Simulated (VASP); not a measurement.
# Ca (Pm-3n) in VASP: single point with RPBE

Aim: the single point of Ca with RPBE.

Everything below comes from runs of VASP 6.6.1. Logs are shortened: lines on timing, memory, paths and dates and some standing lists are left out, and cuts for length are marked.

### Step 1. The cell of the first run

Symmetry: Pm-3n, No. 223, cubic system. The conventional cell has a = 7.106 Å, b = 7.106 Å, c = 7.106 Å, α = 90.00°, β = 90.00°, γ = 90.00°. Ca (site symmetry m-3) has 12 Ca at 3.97 Å within 5.2 Å. Within 4.7 Å of Ca (site symmetry -4m2) lie 14 Ca at 3.55 to 4.35 Å.

### Step 2. Single point, RPBE

The input, INCAR:

```
SYSTEM = Ca
PREC = Accurate
ENCUT = 520
EDIFF = 1E-7
ISMEAR = -1
SIGMA = 0.1
LREAL = .False.
LASPH = .True.
NELM = 100
ALGO = Normal
ISIF = 2
LWAVE = .False.
LCHARG = .False.
GGA = RP
NBANDS = 50
```

The input, KPOINTS:

```
regular mesh
0
Gamma
  5 5 5
  0 0 0
```

The input, POSCAR:

```
Ca
1.0
    7.1062441494      0.0000000000      0.0000000000
    0.0000000000      7.1062441494      0.0000000000
    0.0000000000      0.0000000000      7.1062441494
Ca
8
Direct
    1.0000000000      0.0000000000      0.0000000000
    0.5000000000      0.5000000000      0.5000000000
    0.2500000000      0.0000000000      0.5000000000
    0.7500000000      0.0000000000      0.5000000000
    0.5000000000      0.2500000000      1.0000000000
    0.5000000000      0.7500000000      1.0000000000
    0.0000000000      0.5000000000      0.2500000000
    0.0000000000      0.5000000000      0.7500000000
```

Potentials or basis: VASP PAW PBE potentials, release 64 (Ca_sv).

Command:

```console
$ cat potpaw_PBE.64/Ca_sv/POTCAR > POTCAR
$ mpirun -np 1 vasp_std > vasp.out
```

OUTCAR:

```text
SYSTEM = Ca
   PREC = Accurate
   ENCUT = 520
   EDIFF = 1E-7
   ISMEAR = -1
   LREAL = .False.
   LASPH = .True.
   NELM = 100
   ISIF = 2
   GGA = RP

 ion  position               nearest neighbor table
   1  0.000  0.000  0.000-
   2  0.500  0.500  0.500-
   3  0.250  0.000  0.500-
   4  0.750  0.000  0.500-
   5  0.500  0.250  0.000-
   6  0.500  0.750  0.000-
   7  0.000  0.500  0.250-
   8  0.000  0.500  0.750-

  LATTYP: Found a simple cubic cell.
 ALAT       =     7.1062441494

  Lattice vectors:

 A1 = (   7.1062441494,   0.0000000000,   0.0000000000)
 A2 = (   0.0000000000,   7.1062441494,   0.0000000000)
 A3 = (   0.0000000000,   0.0000000000,   7.1062441494)

Analysis of symmetry for initial positions (statically):
=====================================================================
 Subroutine PRICEL returns:
 Original cell was already a primitive cell.

 Routine SETGRP: Setting up the symmetry group for a
 simple cubic supercell.

 Subroutine GETGRP returns: Found 48 space group operations
 (whereof 24 operations were pure point group operations)
 out of a pool of 48 trial point group operations.

The static configuration has the point symmetry T_h .
 The point group associated with its full space group is O_h .

Analysis of symmetry for dynamics (positions and initial velocities):
=====================================================================
 Subroutine PRICEL returns:
 Original cell was already a primitive cell.

 Routine SETGRP: Setting up the symmetry group for a
 simple cubic supercell.

 Subroutine GETGRP returns: Found 48 space group operations
 (whereof 24 operations were pure point group operations)
 out of a pool of 48 trial point group operations.

The dynamic configuration has the point symmetry T_h .
 The point group associated with its full space group is O_h .

 Subroutine INISYM returns: Found 48 space group operations
 (whereof 24 operations are pure point group operations),
 and found     1 'primitive' translations

----------------------------------------------------------------------------------------

                                     Primitive cell

  volume of cell :     358.8561

  direct lattice vectors                    reciprocal lattice vectors
     7.106244149  0.000000000  0.000000000     0.140721312  0.000000000  0.000000000
     0.000000000  7.106244149  0.000000000     0.000000000  0.140721312  0.000000000
     0.000000000  0.000000000  7.106244149     0.000000000  0.000000000  0.140721312

  length of vectors
     7.106244149  7.106244149  7.106244149     0.140721312  0.140721312  0.140721312

  position of ions in fractional coordinates (direct lattice)
     0.000000000  0.000000000  0.000000000
     0.500000000  0.500000000  0.500000000
     0.250000000  0.000000000  0.500000000
     0.750000000  0.000000000  0.500000000
     0.500000000  0.250000000  0.000000000
     0.500000000  0.750000000  0.000000000
     0.000000000  0.500000000  0.250000000
     0.000000000  0.500000000  0.750000000

  ion indices of the primitive-cell ions
   primitive index   ion index
                 1           1
                 2           2
                 3           3
                 4           4
                 5           5
                 6           6
                 7           7
                 8           8

----------------------------------------------------------------------------------------

 KPOINTS: regular mesh

Automatic generation of k-mesh.
 Grid dimensions read from file:
 generate k-points for:    5    5    5

 Generating k-lattice:

  Cartesian coordinates                     Fractional coordinates (reciprocal lattice)
     0.028144262  0.000000000  0.000000000     0.200000000  0.000000000  0.000000000
     0.000000000  0.028144262  0.000000000     0.000000000  0.200000000  0.000000000
     0.000000000  0.000000000  0.028144262     0.000000000  0.000000000  0.200000000

  Length of vectors
     0.028144262  0.028144262  0.028144262

  Shift w.r.t. Gamma in fractional coordinates (k-lattice)
     0.000000000  0.000000000  0.000000000

 Subroutine IBZKPT returns following result:
 ===========================================

 Found     10 irreducible k-points:

 Following reciprocal coordinates:
            Coordinates               Weight
  0.000000  0.000000  0.000000      1.000000
  0.200000  0.000000  0.000000      6.000000
  0.400000  0.000000  0.000000      6.000000
  0.200000  0.200000  0.000000     12.000000
  0.400000  0.200000  0.000000     24.000000
  0.400000  0.400000  0.000000     12.000000
  0.200000  0.200000  0.200000      8.000000
  0.400000  0.200000  0.200000     24.000000
  0.400000  0.400000  0.200000     24.000000
  0.400000  0.400000  0.400000      8.000000
   k-points           NKPTS =     10   k-points in BZ     NKDIM =     10   number of bands    NBANDS=     50
   number of dos      NEDOS =    301   number of ions     NIONS =      8
   total plane-waves  NPLWV = 157464
   dimension x,y,z NGX =    54 NGY =   54 NGZ =   54
   dimension x,y,z NGXF=   108 NGYF=  108 NGZF=  108
   ions per type =               8
   NGX,Y,Z   is equivalent  to a cutoff of  12.63, 12.63, 12.63 a.u.
   NGXF,Y,Z  is equivalent  to a cutoff of  25.27, 25.27, 25.27 a.u.
 SYSTEM =  Ca
   PREC   = accura    normal or accurate (medium, high low for compatibility)
   ISTART =      0    job   : 0-new  1-cont  2-samecut
   ICHARG =      2    charge: 1-file 2-atom 10-const
   ISPIN  =      1    spin polarized calculation?
   LNONCOLLINEAR =      F non collinear calculations
   LSORBIT =      F    spin-orbit coupling
   LASPH  =      T    aspherical Exc in radial PAW
   ENCUT  =  520.0 eV  38.22 Ry    6.18 a.u.  13.21 13.21 13.21*2*pi/ulx,y,z
   NELM   =    100;   NELMIN=  2; NELMDL= -5     # of ELM steps
   EDIFF  = 0.1E-06   stopping-criterion for ELM
   LREAL  =      F    real-space projection
   EDIFFG = 0.1E-05   stopping-criterion for IOM
   NSW    =      0    number of steps for IOM
   IBRION =     -1    ionic relax: 0-MD 1-quasi-New 2-CG
   NFREE  =      0    steps in history (QN), initial steepest desc. (CG)
   ISIF   =      2    stress and relaxation
   ISYM   =      2    0-nonsym 1-usesym 2-fastsym
   POTIM  = 0.5000    time-step for ionic-motion
   TEBEG  =    0.0;   TEEND  =   0.0 temperature during run
   PSTRESS=    0.0 pullay stress
   NELECT =      80.0000    total number of electrons
   NUPDOWN=      -1.0000    fix difference up-down
   EMIN   =  10.00;   EMAX   =-10.00  energy-range for DOS
   EFERMI =   0.00;   METHOD = LEGACY
   ISMEAR =    -1;   SIGMA  =   0.10  broadening in eV -4-tet -1-fermi 0-gaus
   EFERMI_NEDOS =   21; number of points for ismear=-14 and -15
   IALGO  =     38    algorithm
   IMIX   =      4    mixing-type and parameters
     AMIX     =   0.40;   BMIX     =  1.00
     AMIX_MAG =   1.60;   BMIX_MAG =  1.00
  volume/ion in A,a.u.               =      44.86       302.71
  Fermi-wavevector in a.u.,A,eV,Ry     =   0.992654  1.875845 13.406672  0.985363
  Thomas-Fermi vector in A             =   2.124481
   LORBIT       =      0    0 simple, 1 ext, 2 COOP (PROOUT), +10 PAW based schemes
   GGA     = RP    functional components
   LHFCALC =     F    Hartree Fock is set to
   AEXX    =    0.0000 exact exchange contribution
   IVDW    =     0    specifies the selected vdW correction
   LEPSILON=     F    determine dielectric tensor
   LRPA    =     F    only Hartree local field effects (RPA)
 non-spin polarized calculation
  energy-cutoff  :      520.00
  volume of cell :      358.86
 maximum number of plane-waves:      9771
 NGX is ok and might be reduce to    54
   NGX = 27   NGY = 27   NGZ = 27

 number of electron      79.9999980 magnetization

 Free energy of the ion-electron system (eV)
  ---------------------------------------------------
  ext. energy  EPLUGINS =         0.00000000
  ---------------------------------------------------
  free energy    TOTEN  =       -13.77588932 eV

  energy without entropy =      -13.48015800  energy(sigma->0) =      -13.62802366

 E-fermi :   1.8531     XC(G=0):  -7.4225

 val. band max:        1.8485238422   @ k =   0.2000   0.2000   0.0000
 cond. band min:       1.8896168679   @ k =   0.2000   0.2000   0.0000
 fundamental gap:      0.0410930257
 Fermi energy:         1.8530720722

 k-point     1 :       0.0000    0.0000    0.0000
  band No.  band energies     occupation
      1     -40.4450      2.00000
      2     -40.4388      2.00000
      3     -40.4388      2.00000
      4     -40.4343      2.00000
      5     -40.4309      2.00000
      6     -40.4245      2.00000
[... 42 lines left out ...]
     49       2.5826      0.00136
     50       2.5826      0.00136

 k-point     2 :       0.2000    0.0000    0.0000
  band No.  band energies     occupation
      1     -40.4441      2.00000
      2     -40.4390      2.00000
      3     -40.4378      2.00000
      4     -40.4344      2.00000
      5     -40.4311      2.00000
      6     -40.4259      2.00000
[... 42 lines left out ...]
     49       2.7244      0.00033
     50       2.7244      0.00033

 k-point     3 :       0.4000    0.0000    0.0000
  band No.  band energies     occupation
      1     -40.4421      2.00000
      2     -40.4401      2.00000
      3     -40.4355      2.00000
      4     -40.4344      2.00000
      5     -40.4312      2.00000
      6     -40.4290      2.00000
[... 42 lines left out ...]
     49       2.8459      0.00010
     50       2.9347      0.00004

 k-point     4 :       0.2000    0.2000    0.0000
  band No.  band energies     occupation
      1     -40.4432      2.00000
      2     -40.4386      2.00000
      3     -40.4375      2.00000
      4     -40.4345      2.00000
      5     -40.4314      2.00000
      6     -40.4261      2.00000
[... 257 lines left out ...]
 k-point     9 :       0.4000    0.4000    0.2000
  band No.  band energies     occupation
      1     -40.4388      2.00000
      2     -40.4365      2.00000
      3     -40.4355      2.00000
      4     -40.4333      2.00000
      5     -40.4326      2.00000
      6     -40.4298      2.00000
[... 42 lines left out ...]
     49       3.0186      0.00002
     50       3.2029      0.00000

 k-point    10 :       0.4000    0.4000    0.4000
  band No.  band energies     occupation
      1     -40.4361      2.00000
      2     -40.4346      2.00000
      3     -40.4343      2.00000
      4     -40.4343      2.00000
      5     -40.4331      2.00000
      6     -40.4299      2.00000
[... 42 lines left out ...]
     49       3.1364      0.00001
     50       3.1481      0.00000

------------------------ aborting loop because EDIFF is reached ----------------------------------------

  FORCE on cell =-STRESS in cart. coord.  units (eV):
  Direction    XX          YY          ZZ          XY          YZ          ZX
  --------------------------------------------------------------------------------------
  -------------------------------------------------------------------------------------
  Total        0.0520315      0.0520315      0.0520315     -0.0000000      0.0000000     -0.0000000
  in kB        0.2323041      0.2323041      0.2323041     -0.0000000      0.0000000     -0.0000000
  external PRESSURE =       0.2323041 kB  Pullay stress =       0.0000000 kB

 VOLUME and BASIS-vectors are now :
 -----------------------------------------------------------------------------
  energy-cutoff  :      520.00
  volume of cell :      358.86
      direct lattice vectors                 reciprocal lattice vectors
     7.106244149  0.000000000  0.000000000     0.140721312  0.000000000  0.000000000
     0.000000000  7.106244149  0.000000000     0.000000000  0.140721312  0.000000000
     0.000000000  0.000000000  7.106244149     0.000000000  0.000000000  0.140721312

 POSITION                                       TOTAL-FORCE (eV/Angst)
 -----------------------------------------------------------------------------------
      0.00000      0.00000      0.00000         0.000000     -0.000000      0.000000
      3.55312      3.55312      3.55312         0.000000     -0.000000      0.000000
      1.77656      0.00000      3.55312         0.000000     -0.000000     -0.000000
      5.32968      0.00000      3.55312        -0.000000      0.000000     -0.000000
      3.55312      1.77656      0.00000        -0.000000      0.000000      0.000000
      3.55312      5.32968      0.00000         0.000000     -0.000000     -0.000000
      0.00000      3.55312      1.77656        -0.000000     -0.000000      0.000000
      0.00000      3.55312      5.32968         0.000000      0.000000     -0.000000
 -----------------------------------------------------------------------------------
    total drift:                                0.000000      0.000000      0.000000

  FREE ENERGIE OF THE ION-ELECTRON SYSTEM (eV)
  ---------------------------------------------------
  free  energy   TOTEN  =       -13.7758893211 eV

  energy  without entropy=      -13.4801580018  energy(sigma->0) =      -13.62802366
```

Wall time 2.5 min (1 thread of Intel Xeon Platinum 8488C (Sapphire Rapids), shared host); peak memory 0.45 GiB.

What came out:

```yaml
Free_energy: -13.7759 eV
Pressure: 0.0 GPa
Band_gap_on_the_k_mesh: zero (band 40 reaches 2.32 eV, above the bottom of band 41 at 1.63 eV)
```

Levels at points of the mesh, in eV from the Fermi level:
| k point | band 38 | band 39 | band 40 | band 41 | band 42 | band 43 |
| --- | --- | --- | --- | --- | --- | --- |
| (0.00, 0.00, 0.00) | -0.81 | -0.81 | 0.47 | 0.47 | 0.47 | 0.47 |

Caveat: the PAW data sets were made with another functional, which shifts forces and pressure a little.
